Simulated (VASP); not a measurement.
# Al2Co (F-43m) in VASP: further runs

Al2Co is run at these levels: PBE; tasks: single point, relaxation of cell and atoms.

All numbers are computed with VASP 6.6.1; they aren't measurements. Logs are shortened: lines on timing, memory, paths and dates and some standing lists are left out, and cuts for length are marked.

## Step 1: The cell of the first run

The structure is cubic, space group F-43m (No. 216). The conventional cell has a = 5.610 Å, b = 5.610 Å, c = 5.610 Å, α = 90.00°, β = 90.00°, γ = 90.00°. Within 3.2 Å of Al (site symmetry -43m) lie 4 Al at 2.43 Å and 6 Co at 2.81 Å. Within 3.2 Å of Al (site symmetry -43m) lie 4 Al at 2.43 Å and 4 Co at 2.43 Å. Within 3.2 Å of Co (site symmetry -43m) lie 10 Al at 2.43 to 2.81 Å.

## Step 2: Single point, PBE, collinear spin, ferromagnetic start

The input, INCAR:

```
PREC = Accurate ; ENCUT = 520
EDIFF = 1E-6 ; ISMEAR = 0
SIGMA = 0.1 ; LREAL = F
LASPH = T ; NELM = 150
ALGO = Fast ; ISIF = 2
LWAVE = F ; LCHARG = F
ISPIN = 2 ; MAGMOM = 0 0 3
LORBIT = 11 ; LMAXMIX = 4
GGA = PE ; NBANDS = 18
```

The input, KPOINTS:

```
Automatic mesh
0
Gamma
  6 6 6
```

The input, POSCAR:

```
Al2Co
1.0
    0.0000000000      2.8050802200      2.8050802200
    2.8050802200      0.0000000000      2.8050802200
    2.8050802200      2.8050802200      0.0000000000
Al Co
2 1
Direct
    0.7500000000      0.7500000000      0.7500000000
    0.5000000000      0.5000000000      0.5000000000
    0.2500000000      0.2500000000      0.2500000000
```

Potentials or basis: VASP PAW PBE potentials, release 64 (Al, Co).

The run is started by

```sh
cat potpaw_PBE.64/Al/POTCAR potpaw_PBE.64/Co/POTCAR > POTCAR
mpirun -np 1 vasp_std > vasp.out
```

OUTCAR:

```text
PREC = Accurate
   ENCUT = 520
   EDIFF = 1E-6
   ISMEAR = 0
   LREAL = F
   LASPH = T
   NELM = 150
   ISIF = 2
   ISPIN = 2
   LORBIT = 11
   GGA = PE

 ion  position               nearest neighbor table
   1  0.750  0.750  0.750-   2 2.43   2 2.43   2 2.43   2 2.43   3 2.81   3 2.81   3 2.81   3 2.81
                             3 2.81   3 2.81
   2  0.500  0.500  0.500-   3 2.43   3 2.43   3 2.43   1 2.43   3 2.43   1 2.43   1 2.43   1 2.43

   3  0.250  0.250  0.250-   2 2.43   2 2.43   2 2.43   2 2.43   1 2.81   1 2.81   1 2.81   1 2.81
                             1 2.81   1 2.81

  LATTYP: Found a face centered cubic cell.
 ALAT       =     5.6101604400

  Lattice vectors:

 A1 = (   0.0000000000,   2.8050802200,   2.8050802200)
 A2 = (   2.8050802200,   0.0000000000,   2.8050802200)
 A3 = (   2.8050802200,   2.8050802200,   0.0000000000)

Analysis of symmetry for initial positions (statically):
=====================================================================
 Subroutine PRICEL returns:
 Original cell was already a primitive cell.

 Routine SETGRP: Setting up the symmetry group for a
 face centered cubic supercell.

 Subroutine GETGRP returns: Found 24 space group operations
 (whereof 24 operations were pure point group operations)
 out of a pool of 48 trial point group operations.

The static configuration has the point symmetry T_d .

Analysis of symmetry for dynamics (positions and initial velocities):
=====================================================================
 Subroutine PRICEL returns:
 Original cell was already a primitive cell.

 Routine SETGRP: Setting up the symmetry group for a
 face centered cubic supercell.

 Subroutine GETGRP returns: Found 24 space group operations
 (whereof 24 operations were pure point group operations)
 out of a pool of 48 trial point group operations.

The dynamic configuration has the point symmetry T_d .

Analysis of structural, dynamic, and magnetic symmetry:
=====================================================================
 Subroutine PRICEL returns:
 Original cell was already a primitive cell.

 Routine SETGRP: Setting up the symmetry group for a
 face centered cubic supercell.

 Subroutine GETGRP returns: Found 24 space group operations
 (whereof 24 operations were pure point group operations)
 out of a pool of 48 trial point group operations.

The overall configuration has the point symmetry T_d .

 Subroutine INISYM returns: Found 24 space group operations
 (whereof 24 operations are pure point group operations),
 and found     1 'primitive' translations

----------------------------------------------------------------------------------------

                                     Primitive cell

  volume of cell :      44.1434

  direct lattice vectors                    reciprocal lattice vectors
     0.000000000  2.805080220  2.805080220    -0.178248022  0.178248022  0.178248022
     2.805080220  0.000000000  2.805080220     0.178248022 -0.178248022  0.178248022
     2.805080220  2.805080220  0.000000000     0.178248022  0.178248022 -0.178248022

  length of vectors
     3.966982491  3.966982491  3.966982491     0.308734630  0.308734630  0.308734630

  position of ions in fractional coordinates (direct lattice)
     0.750000000  0.750000000  0.750000000
     0.500000000  0.500000000  0.500000000
     0.250000000  0.250000000  0.250000000

  ion indices of the primitive-cell ions
   primitive index   ion index
                 1           1
                 2           2
                 3           3

----------------------------------------------------------------------------------------

 KPOINTS: Automatic mesh

Automatic generation of k-mesh.
 Grid dimensions read from file:
 generate k-points for:    6    6    6

 Generating k-lattice:

  Cartesian coordinates                     Fractional coordinates (reciprocal lattice)
    -0.029708004  0.029708004  0.029708004     0.166666667  0.000000000  0.000000000
     0.029708004 -0.029708004  0.029708004     0.000000000  0.166666667  0.000000000
     0.029708004  0.029708004 -0.029708004     0.000000000  0.000000000  0.166666667

  Length of vectors
     0.051455772  0.051455772  0.051455772

  Shift w.r.t. Gamma in fractional coordinates (k-lattice)
     0.000000000  0.000000000  0.000000000

 Subroutine IBZKPT returns following result:
 ===========================================

 Found     16 irreducible k-points:

 Following reciprocal coordinates:
            Coordinates               Weight
  0.000000  0.000000  0.000000      1.000000
  0.166667  0.000000  0.000000      8.000000
  0.333333  0.000000  0.000000      8.000000
  0.500000  0.000000  0.000000      4.000000
  0.166667  0.166667  0.000000      6.000000
  0.333333  0.166667  0.000000     24.000000
[... 8 lines left out ...]
 -0.333333  0.333333  0.166667     24.000000
 -0.333333  0.500000  0.166667     12.000000
   k-points           NKPTS =     16   k-points in BZ     NKDIM =     16   number of bands    NBANDS=     18
   number of dos      NEDOS =    301   number of ions     NIONS =      3
   total plane-waves  NPLWV =  27000
   dimension x,y,z NGX =    30 NGY =   30 NGZ =   30
   dimension x,y,z NGXF=    60 NGYF=   60 NGZF=   60
   ions per type =               2   1
   NGX,Y,Z   is equivalent  to a cutoff of  12.57, 12.57, 12.57 a.u.
   NGXF,Y,Z  is equivalent  to a cutoff of  25.14, 25.14, 25.14 a.u.
 SYSTEM =  unknown system
   PREC   = accura    normal or accurate (medium, high low for compatibility)
   ISTART =      0    job   : 0-new  1-cont  2-samecut
   ICHARG =      2    charge: 1-file 2-atom 10-const
   ISPIN  =      2    spin polarized calculation?
   LNONCOLLINEAR =      F non collinear calculations
   LSORBIT =      F    spin-orbit coupling
   LASPH  =      T    aspherical Exc in radial PAW
   ENCUT  =  520.0 eV  38.22 Ry    6.18 a.u.   7.38  7.38  7.38*2*pi/ulx,y,z
   NELM   =    150;   NELMIN=  2; NELMDL= -5     # of ELM steps
   EDIFF  = 0.1E-05   stopping-criterion for ELM
   LREAL  =      F    real-space projection
   EDIFFG = 0.1E-04   stopping-criterion for IOM
   NSW    =      0    number of steps for IOM
   IBRION =     -1    ionic relax: 0-MD 1-quasi-New 2-CG
   NFREE  =      0    steps in history (QN), initial steepest desc. (CG)
   ISIF   =      2    stress and relaxation
   ISYM   =      2    0-nonsym 1-usesym 2-fastsym
   POTIM  = 0.5000    time-step for ionic-motion
   TEBEG  =    0.0;   TEEND  =   0.0 temperature during run
   PSTRESS=    0.0 pullay stress
   NELECT =      15.0000    total number of electrons
   NUPDOWN=      -1.0000    fix difference up-down
   EMIN   =  10.00;   EMAX   =-10.00  energy-range for DOS
   EFERMI =   0.00;   METHOD = LEGACY
   ISMEAR =     0;   SIGMA  =   0.10  broadening in eV -4-tet -1-fermi 0-gaus
   EFERMI_NEDOS =   21; number of points for ismear=-14 and -15
   IALGO  =     68    algorithm
   IMIX   =      4    mixing-type and parameters
     AMIX     =   0.40;   BMIX     =  1.00
     AMIX_MAG =   1.60;   BMIX_MAG =  1.00
  volume/ion in A,a.u.               =      14.71        99.30
  Fermi-wavevector in a.u.,A,eV,Ry     =   1.142396  2.158815 17.756533  1.305068
  Thomas-Fermi vector in A             =   2.279094
   LORBIT       =     11    0 simple, 1 ext, 2 COOP (PROOUT), +10 PAW based schemes
   GGA     = PE    functional components
   LHFCALC =     F    Hartree Fock is set to
   AEXX    =    0.0000 exact exchange contribution
   IVDW    =     0    specifies the selected vdW correction
   LEPSILON=     F    determine dielectric tensor
   LRPA    =     F    only Hartree local field effects (RPA)
 spin polarized calculation
 RMM-DIIS sequential band-by-band and
 Gauss-broadening in eV      SIGMA  =   0.10
  energy-cutoff  :      520.00
  volume of cell :       44.14
 maximum number of plane-waves:      1243
 NGX is ok and might be reduce to    30
   NGX = 15   NGY = 15   NGZ = 15

 number of electron      15.0000006 magnetization       0.0937940

 Free energy of the ion-electron system (eV)
  ---------------------------------------------------
  ext. energy  EPLUGINS =         0.00000000
  ---------------------------------------------------
  free energy    TOTEN  =       -13.91601945 eV

  energy without entropy =      -13.89963096  energy(sigma->0) =      -13.90782520

 E-fermi :   7.6073     XC(G=0): -10.8139

 val. band max:        7.5758681322   @ k =  -0.1667   0.1667   0.0000
 cond. band min:       7.6214418183   @ k =   0.3333   0.3333   0.0000
 fundamental gap:      0.0455736862
 Fermi energy:         7.6073497850

 spin component 1

 k-point     1 :       0.0000    0.0000    0.0000
  band No.  band energies     occupation
      1      -2.4421      1.00000
      2       5.7551      1.00000
      3       5.7551      1.00000
      4       5.7551      1.00000
      5       6.3590      1.00000
      6       6.3590      1.00000
[... 10 lines left out ...]
     17      17.1958      0.00000
     18      17.1958      0.00000
[... 297 lines left out ...]
      1       1.9429      1.00000
      2       1.9928      1.00000
      3       4.3020      1.00000
      4       4.7050      1.00000
      5       6.3599      1.00000
      6       6.6403      1.00000
[... 10 lines left out ...]
     17      21.8855      0.00000
     18      23.4027      0.00000
 Fermi energy:         7.6073497850

 spin component 2

 k-point     1 :       0.0000    0.0000    0.0000
  band No.  band energies     occupation
      1      -2.4361      1.00000
      2       5.8111      1.00000
      3       5.8111      1.00000
      4       5.8111      1.00000
      5       6.4354      1.00000
      6       6.4354      1.00000
[... 10 lines left out ...]
     17      17.2091      0.00000
     18      17.2091      0.00000
[... 298 lines left out ...]
      2       1.9976      1.00000
      3       4.3165      1.00000
      4       4.7173      1.00000
      5       6.4194      1.00000
      6       6.7134      1.00000
[... 10 lines left out ...]
     17      21.8964      0.00000
     18      23.4036      0.00000

------------------------ aborting loop because EDIFF is reached ----------------------------------------

  FORCE on cell =-STRESS in cart. coord.  units (eV):
  Direction    XX          YY          ZZ          XY          YZ          ZX
  --------------------------------------------------------------------------------------
  -------------------------------------------------------------------------------------
  Total        2.1952880      2.1952880      2.1952880      0.0000000      0.0000000      0.0000000
  in kB       79.6775987     79.6775987     79.6775987      0.0000000      0.0000000      0.0000000
  external PRESSURE =      79.6775987 kB  Pullay stress =       0.0000000 kB

 VOLUME and BASIS-vectors are now :
 -----------------------------------------------------------------------------
  energy-cutoff  :      520.00
  volume of cell :       44.14
      direct lattice vectors                 reciprocal lattice vectors
     0.000000000  2.805080220  2.805080220    -0.178248022  0.178248022  0.178248022
     2.805080220  0.000000000  2.805080220     0.178248022 -0.178248022  0.178248022
     2.805080220  2.805080220  0.000000000     0.178248022  0.178248022 -0.178248022

 POSITION                                       TOTAL-FORCE (eV/Angst)
 -----------------------------------------------------------------------------------
      4.20762      4.20762      4.20762         0.000000      0.000000      0.000000
      2.80508      2.80508      2.80508         0.000000      0.000000      0.000000
      1.40254      1.40254      1.40254        -0.000000     -0.000000     -0.000000
 -----------------------------------------------------------------------------------
    total drift:                                0.000000      0.000000      0.000000

  FREE ENERGIE OF THE ION-ELECTRON SYSTEM (eV)
  ---------------------------------------------------
  free  energy   TOTEN  =       -13.9160194491 eV

  energy  without entropy=      -13.8996309607  energy(sigma->0) =      -13.90782520

 total charge

# of ion       s       p       d       tot
------------------------------------------
    1        0.420   0.409   0.000   0.830
    2        0.441   0.492   0.000   0.933
    3        0.457   0.358   7.447   8.262
--------------------------------------------------
tot          1.318   1.260   7.447  10.025

 magnetization (x)

# of ion       s       p       d       tot
------------------------------------------
    1        0.001   0.001   0.000   0.002
    2       -0.001  -0.001   0.000  -0.001
    3        0.001   0.003   0.081   0.086
--------------------------------------------------
tot          0.002   0.004   0.081   0.087
```

Run time: 18 s. Hardware: 1 thread of Intel Xeon 6975P-C (Granite Rapids), shared host; peak memory 0.19 GiB.

Results:

| Property | Result |
| --- | --- |
| Free energy | -13.9160 eV |
| Pressure | 8.0 GPa |
| Net moment | 0.09 μB per cell |
| Site moments | Al +0.00, -0.00; Co +0.09 μB |
| Valence electrons inside the program's atomic spheres | Al 0.83, 0.93; Co 8.26 |

Levels at points of the mesh, in eV from the Fermi level:
Spin up:
```tsv
k point	band 3	band 4	band 5	band 6	band 7	band 8	band 9	band 10	band 11	band 12
(0.00, 0.00, 0.00)	-1.85	-1.85	-1.25	-1.25	2.20	2.20	2.20	4.81	4.81	4.81
(0.50, 0.00, 0.00)	-2.20	-2.20	-0.96	-0.96	-0.82	2.20	2.20	3.63	3.78	3.78
(0.50, 0.50, 0.00)	-2.05	-1.73	-1.73	-1.10	-0.93	-0.63	-0.63	1.66	3.62	10.77
```
Spin down:
```tsv
k point	band 3	band 4	band 5	band 6	band 7	band 8	band 9	band 10	band 11	band 12
(0.00, 0.00, 0.00)	-1.80	-1.80	-1.17	-1.17	2.21	2.21	2.21	4.84	4.84	4.84
(0.50, 0.00, 0.00)	-2.15	-2.15	-0.89	-0.89	-0.75	2.22	2.22	3.64	3.81	3.81
(0.50, 0.50, 0.00)	-2.00	-1.72	-1.72	-1.05	-0.84	-0.56	-0.56	1.71	3.65	10.78
```

[end of part 1 of 2]
